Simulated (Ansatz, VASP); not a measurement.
**One calculation of Tl, two programs**

```xyz
1
Lattice="3.2510 0.0000 0.0000 0.0000 3.2510 0.0000 0.0000 0.0000 3.2510" Properties=species:S:1:pos:R:3 pbc="T T T"
Tl    0.0000    0.0000    0.0000
```

Alike in both runs: functional PBE; k mesh 18 × 18 × 18; occupations gaussian, width 0.1 eV; no spin polarisation.

Ansatz relaxed the structure, and its values are those at the end. VASP's run is a single point on that final structure, the one shown.

```csv
,VASP,Ansatz
version,VASP 6.6.1,Ansatz 0.2.0
potentials or method,"VASP PAW PBE potentials, release 64 (Tl_d), cutoff 520 eV","scalar-relativistic, plane waves, PAW"
valence electrons in the cell,13,13
```

```tsv
	VASP	Ansatz	Ansatz less VASP
gap on the k mesh at the Fermi level (eV)	none	none	-
pressure (GPa)	-0.1	0.0	+0.05
```

A gap of «none» marks a metal or a gap that the smearing closes.

Spin-orbit coupling is off throughout.
